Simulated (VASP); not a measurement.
# LaSb4Pd (P4/mmm) in VASP: single point with PBE

Aim: the single point of LaSb4Pd with PBE.

All numbers are computed with VASP 6.6.1; they aren't measurements. Logs are shortened: lines on timing, memory, paths and dates and some standing lists are left out, and cuts for length are marked.

## (1) The cell of the first run

Symmetry: P4/mmm, No. 123, tetragonal system. Conventional cell: a = 4.768 Å, b = 4.768 Å, c = 6.882 Å, α = 90.00°, β = 90.00°, γ = 90.00°. Within 3.8 Å of La (site symmetry 4/mmm) lie 8 Sb at 2.88 Å. Within 3.8 Å of Sb (site symmetry 2mm) lie 2 La at 2.88 Å and 2 Pd at 3.00 Å and 6 Sb at 3.22 to 3.66 Å. Within 4.0 Å of Pd (site symmetry 4/mmm) lie 8 Sb at 3.00 Å.

The cell was built from a structure type or drawn by symmetry, and may not be a known phase.

## (2) Single point, PBE

INCAR

```
PREC = Accurate
ENCUT = 520
EDIFF = 1E-7
ISMEAR = 0
SIGMA = 0.1
LREAL = False
LASPH = True
NELM = 100
ALGO = Normal
ISIF = 2
LWAVE = False
LCHARG = False
GGA = PE
NBANDS = 30
```

KPOINTS

```
Automatic mesh
0
Gamma
  4 4 4
```

POSCAR

```
LaSb4Pd
1.0
    4.7677008500      0.0000000000      0.0000000000
    0.0000000000      4.7677008500      0.0000000000
    0.0000000000      0.0000000000      6.8820593800
La Sb Pd
1 4 1
Direct
    0.0000000000      0.0000000000      0.5000000000
    0.5000000000      0.0000000000      0.2657380100
    0.5000000000      0.0000000000      0.7342619900
    0.0000000000      0.5000000000      0.7342619900
    0.0000000000      0.5000000000      0.2657380100
    0.5000000000      0.5000000000      0.0000000000
```

Potentials or basis: VASP PAW PBE potentials, release 64 (La, Sb, Pd).

On the command line:

```bash
$ cat potpaw_PBE.64/La/POTCAR potpaw_PBE.64/Sb/POTCAR potpaw_PBE.64/Pd/POTCAR > POTCAR
$ mpirun -np 1 vasp_std > vasp.out
```

OUTCAR:

```text
PREC = Accurate
   ENCUT = 520
   EDIFF = 1E-7
   ISMEAR = 0
   LREAL = False
   LASPH = True
   NELM = 100
   ISIF = 2
   GGA = PE

 ion  position               nearest neighbor table
   1  0.000  0.000  0.500-   2 2.88   3 2.88   4 2.88   5 2.88   4 2.88   5 2.88   2 2.88   3 2.88

   2  0.500  0.000  0.266-   1 2.88   1 2.88   6 3.00   6 3.00   3 3.22   5 3.37   5 3.37   5 3.37
                             5 3.37   3 3.66
   3  0.500  0.000  0.734-   1 2.88   1 2.88   6 3.00   6 3.00   2 3.22   4 3.37   4 3.37   4 3.37
                             4 3.37   2 3.66
   4  0.000  0.500  0.734-   1 2.88   1 2.88   6 3.00   6 3.00   5 3.22   3 3.37   3 3.37   3 3.37
                             3 3.37   5 3.66
   5  0.000  0.500  0.266-   1 2.88   1 2.88   6 3.00   6 3.00   4 3.22   2 3.37   2 3.37   2 3.37
                             2 3.37   4 3.66
   6  0.500  0.500  0.000-   2 3.00   3 3.00   4 3.00   5 3.00   2 3.00   3 3.00   4 3.00   5 3.00

  LATTYP: Found a simple tetragonal cell.
 ALAT       =     4.7677008500
 C/A-ratio  =     1.4434755025

  Lattice vectors:

 A1 = (   4.7677008500,   0.0000000000,   0.0000000000)
 A2 = (   0.0000000000,   4.7677008500,   0.0000000000)
 A3 = (   0.0000000000,   0.0000000000,   6.8820593800)

Analysis of symmetry for initial positions (statically):
=====================================================================
 Subroutine PRICEL returns:
 Original cell was already a primitive cell.

 Routine SETGRP: Setting up the symmetry group for a
 simple tetragonal supercell.

 Subroutine GETGRP returns: Found 16 space group operations
 (whereof 16 operations were pure point group operations)
 out of a pool of 16 trial point group operations.

The static configuration has the point symmetry D_4h.

Analysis of symmetry for dynamics (positions and initial velocities):
=====================================================================
 Subroutine PRICEL returns:
 Original cell was already a primitive cell.

 Routine SETGRP: Setting up the symmetry group for a
 simple tetragonal supercell.

 Subroutine GETGRP returns: Found 16 space group operations
 (whereof 16 operations were pure point group operations)
 out of a pool of 16 trial point group operations.

The dynamic configuration has the point symmetry D_4h.

 Subroutine INISYM returns: Found 16 space group operations
 (whereof 16 operations are pure point group operations),
 and found     1 'primitive' translations

----------------------------------------------------------------------------------------

                                     Primitive cell

  volume of cell :     156.4359

  direct lattice vectors                    reciprocal lattice vectors
     4.767700850  0.000000000  0.000000000     0.209744703  0.000000000  0.000000000
     0.000000000  4.767700850  0.000000000     0.000000000  0.209744703  0.000000000
     0.000000000  0.000000000  6.882059380     0.000000000  0.000000000  0.145305343

  length of vectors
     4.767700850  4.767700850  6.882059380     0.209744703  0.209744703  0.145305343

  position of ions in fractional coordinates (direct lattice)
     0.000000000  0.000000000  0.500000000
     0.500000000  0.000000000  0.265738010
     0.500000000  0.000000000  0.734261990
     0.000000000  0.500000000  0.734261990
     0.000000000  0.500000000  0.265738010
     0.500000000  0.500000000  0.000000000

  ion indices of the primitive-cell ions
   primitive index   ion index
                 1           1
                 2           2
                 3           3
                 4           4
                 5           5
                 6           6

----------------------------------------------------------------------------------------

 KPOINTS: Automatic mesh

Automatic generation of k-mesh.
 Grid dimensions read from file:
 generate k-points for:    4    4    4

 Generating k-lattice:

  Cartesian coordinates                     Fractional coordinates (reciprocal lattice)
     0.052436176  0.000000000  0.000000000     0.250000000  0.000000000  0.000000000
     0.000000000  0.052436176  0.000000000     0.000000000  0.250000000  0.000000000
     0.000000000  0.000000000  0.036326336     0.000000000  0.000000000  0.250000000

  Length of vectors
     0.052436176  0.052436176  0.036326336

  Shift w.r.t. Gamma in fractional coordinates (k-lattice)
     0.000000000  0.000000000  0.000000000

 Subroutine IBZKPT returns following result:
 ===========================================

 Found     18 irreducible k-points:

 Following reciprocal coordinates:
            Coordinates               Weight
  0.000000  0.000000  0.000000      1.000000
  0.250000  0.000000  0.000000      4.000000
  0.500000  0.000000  0.000000      2.000000
  0.250000  0.250000  0.000000      4.000000
  0.500000  0.250000  0.000000      4.000000
  0.500000  0.500000  0.000000      1.000000
[... 10 lines left out ...]
  0.500000  0.250000  0.500000      4.000000
  0.500000  0.500000  0.500000      1.000000
   k-points           NKPTS =     18   k-points in BZ     NKDIM =     18   number of bands    NBANDS=     30
   number of dos      NEDOS =    301   number of ions     NIONS =      6
   total plane-waves  NPLWV =  69984
   dimension x,y,z NGX =    36 NGY =   36 NGZ =   54
   dimension x,y,z NGXF=    72 NGYF=   72 NGZF=  108
   ions per type =               1   4   1
   NGX,Y,Z   is equivalent  to a cutoff of  12.55, 12.55, 13.04 a.u.
   NGXF,Y,Z  is equivalent  to a cutoff of  25.11, 25.11, 26.09 a.u.
 SYSTEM =  unknown system
   PREC   = accura    normal or accurate (medium, high low for compatibility)
   ISTART =      0    job   : 0-new  1-cont  2-samecut
   ICHARG =      2    charge: 1-file 2-atom 10-const
   ISPIN  =      1    spin polarized calculation?
   LNONCOLLINEAR =      F non collinear calculations
   LSORBIT =      F    spin-orbit coupling
   LASPH  =      T    aspherical Exc in radial PAW
   ENCUT  =  520.0 eV  38.22 Ry    6.18 a.u.   8.86  8.86 12.80*2*pi/ulx,y,z
   NELM   =    100;   NELMIN=  2; NELMDL= -5     # of ELM steps
   EDIFF  = 0.1E-06   stopping-criterion for ELM
   LREAL  =      F    real-space projection
   EDIFFG = 0.1E-05   stopping-criterion for IOM
   NSW    =      0    number of steps for IOM
   IBRION =     -1    ionic relax: 0-MD 1-quasi-New 2-CG
   NFREE  =      0    steps in history (QN), initial steepest desc. (CG)
   ISIF   =      2    stress and relaxation
   ISYM   =      2    0-nonsym 1-usesym 2-fastsym
   POTIM  = 0.5000    time-step for ionic-motion
   TEBEG  =    0.0;   TEEND  =   0.0 temperature during run
   PSTRESS=    0.0 pullay stress
   NELECT =      41.0000    total number of electrons
   NUPDOWN=      -1.0000    fix difference up-down
   EMIN   =  10.00;   EMAX   =-10.00  energy-range for DOS
   EFERMI =   0.00;   METHOD = LEGACY
   ISMEAR =     0;   SIGMA  =   0.10  broadening in eV -4-tet -1-fermi 0-gaus
   EFERMI_NEDOS =   21; number of points for ismear=-14 and -15
   IALGO  =     38    algorithm
   IMIX   =      4    mixing-type and parameters
     AMIX     =   0.40;   BMIX     =  1.00
     AMIX_MAG =   1.60;   BMIX_MAG =  1.00
  volume/ion in A,a.u.               =      26.07       175.95
  Fermi-wavevector in a.u.,A,eV,Ry     =   1.047669  1.979807 14.933887  1.097610
  Thomas-Fermi vector in A             =   2.182558
   LORBIT       =      0    0 simple, 1 ext, 2 COOP (PROOUT), +10 PAW based schemes
   GGA     = PE    functional components
   LHFCALC =     F    Hartree Fock is set to
   AEXX    =    0.0000 exact exchange contribution
   IVDW    =     0    specifies the selected vdW correction
   LEPSILON=     F    determine dielectric tensor
   LRPA    =     F    only Hartree local field effects (RPA)
 non-spin polarized calculation
 Gauss-broadening in eV      SIGMA  =   0.10
  energy-cutoff  :      520.00
  volume of cell :      156.44
 maximum number of plane-waves:      4264
 NGX is ok and might be reduce to    36
   NGX = 17   NGY = 17   NGZ = 25

 number of electron      40.9999997 magnetization

 Free energy of the ion-electron system (eV)
  ---------------------------------------------------
  ext. energy  EPLUGINS =         0.00000000
  ---------------------------------------------------
  free energy    TOTEN  =       -25.11228777 eV

  energy without entropy =      -25.09266315  energy(sigma->0) =      -25.10247546

 E-fermi :   8.3649     XC(G=0): -10.2015

 val. band max:        8.3048336168   @ k =   0.5000   0.5000   0.5000
 cond. band min:       8.4470160809   @ k =   0.5000   0.0000   0.0000
 fundamental gap:      0.1421824641
 Fermi energy:         8.3649325607

 k-point     1 :       0.0000    0.0000    0.0000
  band No.  band energies     occupation
      1     -23.4748      2.00000
      2      -8.0308      2.00000
      3      -7.8158      2.00000
      4      -7.8158      2.00000
      5      -3.0860      2.00000
      6      -0.7030      2.00000
[... 22 lines left out ...]
     29      11.6854      0.00000
     30      11.6854      0.00000

 k-point     2 :       0.2500    0.0000    0.0000
  band No.  band energies     occupation
      1     -23.4681      2.00000
      2      -8.0758      2.00000
      3      -7.9759      2.00000
      4      -7.8050      2.00000
      5      -2.5822      2.00000
      6      -0.7178      2.00000
[... 22 lines left out ...]
     29      11.5620      0.00000
     30      11.6081      0.00000

 k-point     3 :       0.5000    0.0000    0.0000
  band No.  band energies     occupation
      1     -23.4614      2.00000
      2      -8.3039      2.00000
      3      -7.9188      2.00000
      4      -7.7941      2.00000
      5      -1.8783      2.00000
      6      -1.0032      2.00000
[... 22 lines left out ...]
     29      11.5691      0.00000
     30      11.6344      0.00000

 k-point     4 :       0.2500    0.2500    0.0000
  band No.  band energies     occupation
      1     -23.4615      2.00000
      2      -8.0691      2.00000
      3      -8.0521      2.00000
      4      -7.9229      2.00000
      5      -2.0452      2.00000
      6      -0.6740      2.00000
[... 22 lines left out ...]
     29      11.5969      0.00000
     30      11.6374      0.00000

 k-point     5 :       0.5000    0.2500    0.0000
  band No.  band energies     occupation
      1     -23.4548      2.00000
      2      -8.2858      2.00000
      3      -8.0453      2.00000
      4      -7.8679      2.00000
      5      -1.2374      2.00000
      6      -0.7920      2.00000
[... 22 lines left out ...]
     29      11.4758      0.00000
     30      11.6796      0.00000
[... 328 lines left out ...]
     29      11.7174      0.00000
     30      11.7615      0.00000

 k-point    16 :       0.2500    0.2500    0.5000
  band No.  band energies     occupation
      1     -23.4615      2.00000
      2      -8.0652      2.00000
      3      -8.0500      2.00000
      4      -7.9313      2.00000
      5      -1.5781      2.00000
      6      -1.3769      2.00000
[... 22 lines left out ...]
     29      11.5909      0.00000
     30      11.6091      0.00000

 k-point    17 :       0.5000    0.2500    0.5000
  band No.  band energies     occupation
      1     -23.4548      2.00000
      2      -8.2814      2.00000
      3      -8.0432      2.00000
      4      -7.8729      2.00000
      5      -1.2080      2.00000
      6      -0.9216      2.00000
[... 22 lines left out ...]
     29      11.4990      0.00000
     30      11.6889      0.00000

 k-point    18 :       0.5000    0.5000    0.5000
  band No.  band energies     occupation
      1     -23.4482      2.00000
      2      -8.2646      2.00000
      3      -8.2646      2.00000
      4      -7.8182      2.00000
      5      -0.9334      2.00000
      6      -0.9334      2.00000
[... 22 lines left out ...]
     29      11.5547      0.00000
     30      11.7492      0.00000

------------------------ aborting loop because EDIFF is reached ----------------------------------------

  FORCE on cell =-STRESS in cart. coord.  units (eV):
  Direction    XX          YY          ZZ          XY          YZ          ZX
  --------------------------------------------------------------------------------------
  -------------------------------------------------------------------------------------
  Total       13.0342497     13.0342497     13.8928840      0.0000000      0.0000000      0.0000000
  in kB      133.4935271    133.4935271    142.2874446      0.0000000      0.0000000      0.0000000
  external PRESSURE =     136.4248329 kB  Pullay stress =       0.0000000 kB

 VOLUME and BASIS-vectors are now :
 -----------------------------------------------------------------------------
  energy-cutoff  :      520.00
  volume of cell :      156.44
      direct lattice vectors                 reciprocal lattice vectors
     4.767700850  0.000000000  0.000000000     0.209744703  0.000000000  0.000000000
     0.000000000  4.767700850  0.000000000     0.000000000  0.209744703  0.000000000
     0.000000000  0.000000000  6.882059380     0.000000000  0.000000000  0.145305343

 POSITION                                       TOTAL-FORCE (eV/Angst)
 -----------------------------------------------------------------------------------
      0.00000      0.00000      3.44103        -0.000000      0.000000      0.000000
      2.38385      0.00000      1.82882        -0.000000      0.000000     -3.046893
      2.38385      0.00000      5.05323         0.000000      0.000000      3.046893
      0.00000      2.38385      5.05323        -0.000000     -0.000000      3.046893
      0.00000      2.38385      1.82882        -0.000000     -0.000000     -3.046893
      2.38385      2.38385      0.00000        -0.000000      0.000000      0.000000
 -----------------------------------------------------------------------------------
    total drift:                                0.000000      0.000000      0.000000

  FREE ENERGIE OF THE ION-ELECTRON SYSTEM (eV)
  ---------------------------------------------------
  free  energy   TOTEN  =       -25.1122877730 eV

  energy  without entropy=      -25.0926631529  energy(sigma->0) =      -25.10247546
```

It took 2.5 min on 1 thread of Intel Xeon Platinum 8259CL at 2.50GHz (Skylake/Cascade Lake), shared host; peak memory 0.31 GiB.

Results:

- Free energy: -25.1123 eV
- Pressure: 13.6 GPa
- Largest force: 3.047 eV/Å
- Band gap on the k mesh: zero (an odd number of electrons rules out a gap without spin polarisation)

Forces on the atoms (eV/Å):
```
La   0.000  0.000  0.000
Sb   0.000  0.000 -3.047
Sb   0.000  0.000  3.047
Sb   0.000  0.000  3.047
Sb   0.000  0.000 -3.047
Pd   0.000  0.000  0.000
```

Levels at points of the mesh, in eV from the Fermi level:
```
           k point  band 17  band 18  band 19  band 20  band 21  band 22  band 23  band 24
(0.00, 0.00, 0.00)    -2.05    -2.05    -0.41     0.64     1.00     1.27     1.27     1.37
(0.50, 0.00, 0.00)    -2.23    -1.70    -0.48    -0.32    -0.16     0.08     0.73     1.00
(0.50, 0.50, 0.00)    -2.24    -1.98    -1.96    -0.38    -0.27     1.74     1.79     1.92
(0.00, 0.00, 0.50)    -1.37    -0.95    -0.80    -0.80     1.04     1.04     1.35     1.58
(0.50, 0.00, 0.50)    -1.84    -1.36    -1.24    -1.09    -1.09    -0.24    -0.20     0.12
(0.50, 0.50, 0.50)    -1.51    -1.51    -1.27    -0.32    -0.06    -0.06     1.65     1.91
```

Caveat: the cell stands under pressure; spin-orbit coupling is left out, which moves the levels of the heavy elements; forces of over 1 eV/Å act on the atoms, so gaps and moduli don't describe the material at rest.
